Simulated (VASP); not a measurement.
# InP in VASP: further runs

Runs on InP. Level: PBE. Tasks: single point.

All numbers are computed with VASP 6.6.1; they aren't measurements. Logs are shortened: lines on timing, memory, paths and dates and some standing lists are left out, and cuts for length are marked.

### Step 1. The cell of the first run

It takes space group F-43m (No. 216, cubic). Conventional cell: a = 5.861 Å, b = 5.861 Å, c = 5.861 Å, α = 90.00°, β = 90.00°, γ = 90.00°. In (site symmetry -43m) has 4 P at 2.54 Å within 3.3 Å. P (site symmetry -43m) has 4 In at 2.54 Å within 3.3 Å.

### Step 2. Single point, PBE

INCAR reads:

```
SYSTEM = InP
ALGO = Normal
EDIFF = 1E-6
ENCUT = 520
GGA = PE
ISIF = 2
ISMEAR = -1
LASPH = .TRUE.
LCHARG = .FALSE.
LREAL = .FALSE.
LWAVE = .FALSE.
NBANDS = 16
NELM = 100
PREC = Accurate
SIGMA = 0.03
```

KPOINTS reads:

```
k-points
0
G
  8 8 8
  0 0 0
```

POSCAR reads:

```
InP
1.0
    0.0000000000      2.9305000000      2.9305000000
    2.9305000000      0.0000000000      2.9305000000
    2.9305000000      2.9305000000      0.0000000000
In P
1 1
Direct
    0.0000000000      0.0000000000      0.0000000000
    0.7500000000      0.7500000000      0.7500000000
```

Potentials or basis: VASP PAW PBE potentials, release 64 (In_d, P).

Run with:

```sh
cat potpaw_PBE.64/In_d/POTCAR potpaw_PBE.64/P/POTCAR > POTCAR
mpirun -np 1 vasp_std > vasp.out
```

OUTCAR:

```text
SYSTEM = InP
   EDIFF = 1E-6
   ENCUT = 520
   GGA = PE
   ISIF = 2
   ISMEAR = -1
   LASPH = .TRUE.
   LREAL = .FALSE.
   NELM = 100
   PREC = Accurate

 ion  position               nearest neighbor table
   1  0.000  0.000  0.000-   2 2.54   2 2.54   2 2.54   2 2.54
   2  0.750  0.750  0.750-   1 2.54   1 2.54   1 2.54   1 2.54

  LATTYP: Found a face centered cubic cell.
 ALAT       =     5.8610000000

  Lattice vectors:

 A1 = (   0.0000000000,   2.9305000000,   2.9305000000)
 A2 = (   2.9305000000,   0.0000000000,   2.9305000000)
 A3 = (   2.9305000000,   2.9305000000,   0.0000000000)

Analysis of symmetry for initial positions (statically):
=====================================================================
 Subroutine PRICEL returns:
 Original cell was already a primitive cell.

 Routine SETGRP: Setting up the symmetry group for a
 face centered cubic supercell.

 Subroutine GETGRP returns: Found 24 space group operations
 (whereof 24 operations were pure point group operations)
 out of a pool of 48 trial point group operations.

The static configuration has the point symmetry T_d .

Analysis of symmetry for dynamics (positions and initial velocities):
=====================================================================
 Subroutine PRICEL returns:
 Original cell was already a primitive cell.

 Routine SETGRP: Setting up the symmetry group for a
 face centered cubic supercell.

 Subroutine GETGRP returns: Found 24 space group operations
 (whereof 24 operations were pure point group operations)
 out of a pool of 48 trial point group operations.

The dynamic configuration has the point symmetry T_d .

 Subroutine INISYM returns: Found 24 space group operations
 (whereof 24 operations are pure point group operations),
 and found     1 'primitive' translations

----------------------------------------------------------------------------------------

                                     Primitive cell

  volume of cell :      50.3333

  direct lattice vectors                    reciprocal lattice vectors
     0.000000000  2.930500000  2.930500000    -0.170619348  0.170619348  0.170619348
     2.930500000  0.000000000  2.930500000     0.170619348 -0.170619348  0.170619348
     2.930500000  2.930500000  0.000000000     0.170619348  0.170619348 -0.170619348

  length of vectors
     4.144352845  4.144352845  4.144352845     0.295521380  0.295521380  0.295521380

  position of ions in fractional coordinates (direct lattice)
     0.000000000  0.000000000  0.000000000
     0.750000000  0.750000000  0.750000000

  ion indices of the primitive-cell ions
   primitive index   ion index
                 1           1
                 2           2

----------------------------------------------------------------------------------------

 KPOINTS: k-points

Automatic generation of k-mesh.
 Grid dimensions read from file:
 generate k-points for:    8    8    8

 Generating k-lattice:

  Cartesian coordinates                     Fractional coordinates (reciprocal lattice)
    -0.021327419  0.021327419  0.021327419     0.125000000  0.000000000  0.000000000
     0.021327419 -0.021327419  0.021327419     0.000000000  0.125000000  0.000000000
     0.021327419  0.021327419 -0.021327419     0.000000000  0.000000000  0.125000000

  Length of vectors
     0.036940172  0.036940172  0.036940172

  Shift w.r.t. Gamma in fractional coordinates (k-lattice)
     0.000000000  0.000000000  0.000000000

 Subroutine IBZKPT returns following result:
 ===========================================

 Found     29 irreducible k-points:

 Following reciprocal coordinates:
            Coordinates               Weight
  0.000000  0.000000  0.000000      1.000000
  0.125000  0.000000  0.000000      8.000000
  0.250000  0.000000  0.000000      8.000000
  0.375000  0.000000  0.000000      8.000000
  0.500000  0.000000  0.000000      4.000000
  0.125000  0.125000  0.000000      6.000000
[... 16 lines left out ...]
  0.500000  0.250000  0.125000     48.000000
 -0.375000  0.250000  0.125000     24.000000
 [... further k-points ...]
   k-points           NKPTS =     29   k-points in BZ     NKDIM =     29   number of bands    NBANDS=     16
   number of dos      NEDOS =    301   number of ions     NIONS =      2
   total plane-waves  NPLWV =  32768
   dimension x,y,z NGX =    32 NGY =   32 NGZ =   32
   dimension x,y,z NGXF=    64 NGYF=   64 NGZF=   64
   ions per type =               1   1
   NGX,Y,Z   is equivalent  to a cutoff of  12.84, 12.84, 12.84 a.u.
   NGXF,Y,Z  is equivalent  to a cutoff of  25.67, 25.67, 25.67 a.u.
 SYSTEM =  InP
   PREC   = accura    normal or accurate (medium, high low for compatibility)
   ISTART =      0    job   : 0-new  1-cont  2-samecut
   ICHARG =      2    charge: 1-file 2-atom 10-const
   ISPIN  =      1    spin polarized calculation?
   LNONCOLLINEAR =      F non collinear calculations
   LSORBIT =      F    spin-orbit coupling
   LASPH  =      T    aspherical Exc in radial PAW
   ENCUT  =  520.0 eV  38.22 Ry    6.18 a.u.   7.71  7.71  7.71*2*pi/ulx,y,z
   NELM   =    100;   NELMIN=  2; NELMDL= -5     # of ELM steps
   EDIFF  = 0.1E-05   stopping-criterion for ELM
   LREAL  =      F    real-space projection
   EDIFFG = 0.1E-04   stopping-criterion for IOM
   NSW    =      0    number of steps for IOM
   IBRION =     -1    ionic relax: 0-MD 1-quasi-New 2-CG
   NFREE  =      0    steps in history (QN), initial steepest desc. (CG)
   ISIF   =      2    stress and relaxation
   ISYM   =      2    0-nonsym 1-usesym 2-fastsym
   POTIM  = 0.5000    time-step for ionic-motion
   TEBEG  =    0.0;   TEEND  =   0.0 temperature during run
   PSTRESS=    0.0 pullay stress
   NELECT =      18.0000    total number of electrons
   NUPDOWN=      -1.0000    fix difference up-down
   EMIN   =  10.00;   EMAX   =-10.00  energy-range for DOS
   EFERMI =   0.00;   METHOD = LEGACY
   ISMEAR =    -1;   SIGMA  =   0.03  broadening in eV -4-tet -1-fermi 0-gaus
   EFERMI_NEDOS =   21; number of points for ismear=-14 and -15
   IALGO  =     38    algorithm
   IMIX   =      4    mixing-type and parameters
     AMIX     =   0.40;   BMIX     =  1.00
     AMIX_MAG =   1.60;   BMIX_MAG =  1.00
  volume/ion in A,a.u.               =      25.17       169.83
  Fermi-wavevector in a.u.,A,eV,Ry     =   1.162021  2.195901 18.371846  1.350293
  Thomas-Fermi vector in A             =   2.298587
   LORBIT       =      0    0 simple, 1 ext, 2 COOP (PROOUT), +10 PAW based schemes
   GGA     = PE    functional components
   LHFCALC =     F    Hartree Fock is set to
   AEXX    =    0.0000 exact exchange contribution
   IVDW    =     0    specifies the selected vdW correction
   LEPSILON=     F    determine dielectric tensor
   LRPA    =     F    only Hartree local field effects (RPA)
 non-spin polarized calculation
  energy-cutoff  :      520.00
  volume of cell :       50.33
 maximum number of plane-waves:      1380
   NGX = 15   NGY = 15   NGZ = 15

 number of electron      18.0000005 magnetization

 Free energy of the ion-electron system (eV)
  ---------------------------------------------------
  ext. energy  EPLUGINS =         0.00000000
  ---------------------------------------------------
  free energy    TOTEN  =        -8.38078674 eV

  energy without entropy =       -8.38078671  energy(sigma->0) =       -8.38078673

 E-fermi :   5.5615     XC(G=0):  -9.2831

 val. band max:        5.1888467463   @ k =   0.0000   0.0000   0.0000
 cond. band min:       5.9008512242   @ k =   0.0000   0.0000   0.0000
 fundamental gap:      0.7120044779
 Fermi energy:         5.5615410025

 k-point     1 :       0.0000    0.0000    0.0000
  band No.  band energies     occupation
      1      -8.9971      2.00000
      2      -8.9971      2.00000
      3      -8.9971      2.00000
      4      -8.8450      2.00000
      5      -8.8450      2.00000
      6      -6.3284      2.00000
[... 8 lines left out ...]
     15      14.6384      0.00000
     16      14.6384      0.00000

 k-point     2 :       0.1250    0.0000    0.0000
  band No.  band energies     occupation
      1      -9.0161      2.00000
      2      -8.9896      2.00000
      3      -8.9896      2.00000
      4      -8.8449      2.00000
      5      -8.8449      2.00000
      6      -6.1499      2.00000
[... 8 lines left out ...]
     15      14.0006      0.00000
     16      14.5463      0.00000

 k-point     3 :       0.2500    0.0000    0.0000
  band No.  band energies     occupation
      1      -9.0595      2.00000
      2      -8.9737      2.00000
      3      -8.9737      2.00000
      4      -8.8424      2.00000
      5      -8.8424      2.00000
      6      -5.6513      2.00000
[... 8 lines left out ...]
     15      13.7781      0.00000
     16      14.3292      0.00000

 k-point     4 :       0.3750    0.0000    0.0000
  band No.  band energies     occupation
      1      -9.1001      2.00000
      2      -8.9618      2.00000
      3      -8.9618      2.00000
      4      -8.8356      2.00000
      5      -8.8356      2.00000
      6      -4.9842      2.00000
[... 8 lines left out ...]
     15      14.7086      0.00000
     16      14.7086      0.00000

 k-point     5 :       0.5000    0.0000    0.0000
  band No.  band energies     occupation
      1      -9.1163      2.00000
      2      -8.9582      2.00000
      3      -8.9582      2.00000
      4      -8.8314      2.00000
      5      -8.8314      2.00000
      6      -4.6039      2.00000
[... 8 lines left out ...]
     15      15.8326      0.00000
     16      15.8326      0.00000

 k-point     6 :       0.1250    0.1250    0.0000
  band No.  band energies     occupation
      1      -9.0300      2.00000
      2      -8.9824      2.00000
      3      -8.9824      2.00000
      4      -8.8511      2.00000
      5      -8.8399      2.00000
      6      -6.0910      2.00000
[... 8 lines left out ...]
     15      14.7792      0.00000
     16      14.9649      0.00000

 k-point     7 :       0.2500    0.1250    0.0000
  band No.  band energies     occupation
      1      -9.0652      2.00000
      2      -8.9687      2.00000
      3      -8.9655      2.00000
      4      -8.8553      2.00000
      5      -8.8348      2.00000
      6      -5.6989      2.00000
[... 8 lines left out ...]
     15      14.6596      0.00000
     16      15.6002      0.00000

 k-point     8 :       0.3750    0.1250    0.0000
  band No.  band energies     occupation
      1      -9.1006      2.00000
      2      -8.9584      2.00000
      3      -8.9519      2.00000
      4      -8.8518      2.00000
      5      -8.8297      2.00000
      6      -5.0733      2.00000
[... 8 lines left out ...]
     15      15.2064      0.00000
     16      15.2636      0.00000

 k-point     9 :       0.5000    0.1250    0.0000
  band No.  band energies     occupation
      1      -9.1200      2.00000
      2      -8.9542      2.00000
      3      -8.9475      2.00000
      4      -8.8420      2.00000
      5      -8.8296      2.00000
      6      -4.5375      2.00000
[... 8 lines left out ...]
     15      15.8312      0.00000
     16      15.8604      0.00000
[... 172 lines left out ...]
 k-point    19 :       0.5000    0.3750    0.0000
  band No.  band energies     occupation
      1      -9.1689      2.00000
      2      -8.9078      2.00000
      3      -8.9005      2.00000
      4      -8.8856      2.00000
      5      -8.8148      2.00000
      6      -4.0873      2.00000
[... 8 lines left out ...]
     15      16.0784      0.00000
     16      17.1846      0.00000

 k-point    20 :      -0.3750    0.3750    0.0000
  band No.  band energies     occupation
      1      -9.1548      2.00000
      2      -8.9239      2.00000
      3      -8.9070      2.00000
      4      -8.8717      2.00000
      5      -8.8246      2.00000
      6      -3.9613      2.00000
[... 8 lines left out ...]
     15      15.0833      0.00000
     16      18.0770      0.00000

 k-point    21 :       0.5000    0.5000    0.0000
  band No.  band energies     occupation
      1      -9.1826      2.00000
      2      -8.8963      2.00000
      3      -8.8924      2.00000
      4      -8.8924      2.00000
      5      -8.8098      2.00000
      6      -3.9502      2.00000
[... 8 lines left out ...]
     15      15.9533      0.00000
     16      17.0054      0.00000

 k-point    22 :       0.3750    0.2500    0.1250
  band No.  band energies     occupation
      1      -9.0976      2.00000
      2      -8.9544      2.00000
      3      -8.9480      2.00000
      4      -8.8603      2.00000
      5      -8.8298      2.00000
      6      -5.2374      2.00000
[... 8 lines left out ...]
     15      15.3795      0.00000
     16      16.8511      0.00000

 k-point    23 :       0.5000    0.2500    0.1250
  band No.  band energies     occupation
      1      -9.1215      2.00000
      2      -8.9490      2.00000
      3      -8.9335      2.00000
      4      -8.8564      2.00000
      5      -8.8295      2.00000
      6      -4.6266      2.00000
[... 8 lines left out ...]
     15      16.0457      0.00000
     16      16.5906      0.00000

 k-point    24 :      -0.3750    0.2500    0.1250
  band No.  band energies     occupation
      1      -9.1302      2.00000
      2      -8.9485      2.00000
      3      -8.9285      2.00000
      4      -8.8504      2.00000
      5      -8.8320      2.00000
      6      -4.2866      2.00000
[... 8 lines left out ...]
     15      15.8985      0.00000
     16      16.5202      0.00000

 [... further k-points ...]
[... 5 lines left out ...]
  --------------------------------------------------------------------------------------
  -------------------------------------------------------------------------------------
  Total        1.0287259      1.0287259      1.0287259      0.0000000     -0.0000000     -0.0000000
  in kB       32.7457596     32.7457596     32.7457596      0.0000000     -0.0000000     -0.0000000
  external PRESSURE =      32.7457596 kB  Pullay stress =       0.0000000 kB

 VOLUME and BASIS-vectors are now :
 -----------------------------------------------------------------------------
  energy-cutoff  :      520.00
  volume of cell :       50.33
      direct lattice vectors                 reciprocal lattice vectors
     0.000000000  2.930500000  2.930500000    -0.170619348  0.170619348  0.170619348
     2.930500000  0.000000000  2.930500000     0.170619348 -0.170619348  0.170619348
     2.930500000  2.930500000  0.000000000     0.170619348  0.170619348 -0.170619348

 POSITION                                       TOTAL-FORCE (eV/Angst)
 -----------------------------------------------------------------------------------
      0.00000      0.00000      0.00000        -0.000000     -0.000000     -0.000000
      4.39575      4.39575      4.39575         0.000000      0.000000      0.000000
 -----------------------------------------------------------------------------------
    total drift:                                0.000000      0.000000      0.000000

  FREE ENERGIE OF THE ION-ELECTRON SYSTEM (eV)
  ---------------------------------------------------
  free  energy   TOTEN  =        -8.3807867437 eV

  energy  without entropy=       -8.3807867067  energy(sigma->0) =       -8.38078673
```

Wall time 9.9 s (1 thread of Intel Xeon 6975P-C (Granite Rapids), shared host); peak memory 0.18 GiB.

What came out:

- Free energy: -8.3808 eV
- Pressure: 3.3 GPa
- Band gap on the k mesh: 0.71 eV, direct

Caveat: spin-orbit coupling is left out, which moves the levels of the heavy elements. As with any semilocal functional, this PBE gap is likely too small.

### Step 3. Single point, PBE

INCAR reads:

```
  PREC = Accurate
  ENCUT = 520
  EDIFF = 1E-7
  ISMEAR = -1
  SIGMA = 0.03
  LREAL = F
  LASPH = T
  NELM = 100
  ALGO = Normal
  ISIF = 2
  LWAVE = F
  LCHARG = F
  GGA = PE
  NBANDS = 16
```

KPOINTS reads:

```
regular mesh
0
Gamma
  15 15 15
```

POSCAR is that of step 2.

Potentials or basis: VASP PAW PBE potentials, release 64 (In_d, P).

Run with:

```sh
cat potpaw_PBE.64/In_d/POTCAR potpaw_PBE.64/P/POTCAR > POTCAR
mpirun -np 1 vasp_std > vasp.out
```

OUTCAR:

```text
PREC = Accurate
   ENCUT = 520
   EDIFF = 1E-7
   ISMEAR = -1
   LREAL = F
   LASPH = T
   NELM = 100
   ISIF = 2
   GGA = PE

 ion  position               nearest neighbor table
   1  0.000  0.000  0.000-   2 2.54   2 2.54   2 2.54   2 2.54
   2  0.750  0.750  0.750-   1 2.54   1 2.54   1 2.54   1 2.54

  LATTYP: Found a face centered cubic cell.
 ALAT       =     5.8610000000

  Lattice vectors:

[... 188 lines left out ...]
      3      -8.9964      2.00000
      4      -8.8442      2.00000
      5      -8.8442      2.00000
      6      -6.3293      2.00000
[... 433 lines left out ...]
      3      -8.9709      2.00000
      4      -8.8542      2.00000
      5      -8.8357      2.00000
      6      -5.8815      2.00000
[... 8 lines left out ...]
     15      14.7455      0.00000
     16      15.6766      0.00000

 [... further k-points ...]
[... 5 lines left out ...]
  --------------------------------------------------------------------------------------
  -------------------------------------------------------------------------------------
  Total        1.0347295      1.0347295      1.0347295      0.0000000      0.0000000      0.0000000
  in kB       32.9368643     32.9368643     32.9368643      0.0000000      0.0000000      0.0000000
  external PRESSURE =      32.9368643 kB  Pullay stress =       0.0000000 kB

 VOLUME and BASIS-vectors are now :
 -----------------------------------------------------------------------------
  energy-cutoff  :      520.00
  volume of cell :       50.33
      direct lattice vectors                 reciprocal lattice vectors
     0.000000000  2.930500000  2.930500000    -0.170619348  0.170619348  0.170619348
     2.930500000  0.000000000  2.930500000     0.170619348 -0.170619348  0.170619348
     2.930500000  2.930500000  0.000000000     0.170619348  0.170619348 -0.170619348

 POSITION                                       TOTAL-FORCE (eV/Angst)
 -----------------------------------------------------------------------------------
      0.00000      0.00000      0.00000         0.000000      0.000000     -0.000000
      4.39575      4.39575      4.39575        -0.000000     -0.000000      0.000000
 -----------------------------------------------------------------------------------
    total drift:                                0.000000      0.000000      0.000000

  FREE ENERGIE OF THE ION-ELECTRON SYSTEM (eV)
  ---------------------------------------------------
  free  energy   TOTEN  =        -8.3829381222 eV

  energy  without entropy=       -8.3829381134  energy(sigma->0) =       -8.38293812
```

OSZICAR:

```text
N       E                     dE             d eps       ncg     rms          rms(c)
DAV:   1     0.111565421407E+03    0.11157E+03   -0.84100E+03  3864   0.125E+03
DAV:   2    -0.136612505743E+01   -0.11293E+03   -0.10820E+03  4256   0.296E+02
DAV:   3    -0.860676920535E+01   -0.72406E+01   -0.72064E+01  4976   0.738E+01
DAV:   4    -0.879536206984E+01   -0.18859E+00   -0.18853E+00  4920   0.129E+01
DAV:   5    -0.880424722038E+01   -0.88852E-02   -0.88850E-02  5824   0.240E+00    0.570E+00
DAV:   6    -0.841104031142E+01    0.39321E+00   -0.61976E-01  6184   0.129E+01    0.342E+00
DAV:   7    -0.838174206903E+01    0.29298E-01   -0.16121E-01  5584   0.320E+00    0.126E+00
DAV:   8    -0.838209703978E+01   -0.35497E-03   -0.15702E-02  4800   0.148E+00    0.334E-01
DAV:   9    -0.838271109065E+01   -0.61405E-03   -0.13035E-03  4832   0.382E-01    0.159E-01
DAV:  10    -0.838286298615E+01   -0.15190E-03   -0.25288E-04  5904   0.213E-01    0.105E-01
DAV:  11    -0.838293808660E+01   -0.75100E-04   -0.11761E-04  4560   0.955E-02    0.440E-02
DAV:  12    -0.838293757466E+01    0.51194E-06   -0.80679E-06  4728   0.290E-02    0.121E-02
DAV:  13    -0.838293795082E+01   -0.37616E-06   -0.14325E-06  4872   0.598E-03    0.949E-03
DAV:  14    -0.838293809960E+01   -0.14877E-06   -0.22115E-07  4984   0.461E-03    0.179E-03
DAV:  15    -0.838293812217E+01   -0.22574E-07   -0.11268E-08  3472   0.891E-04
   1 F= -.83829381E+01 E0= -.83829381E+01  d E =-.879580E-08
```

It took 38 s on 1 thread of Intel Xeon 6975P-C (Granite Rapids), shared host; peak memory 0.23 GiB.

What came out:

* Free energy: -8.3829 eV
* Pressure: 3.3 GPa
* Band gap on the k mesh: 0.71 eV, direct

Caveat: spin-orbit coupling is left out, which moves the levels of the heavy elements.

(Continued in part 2 of 2.)
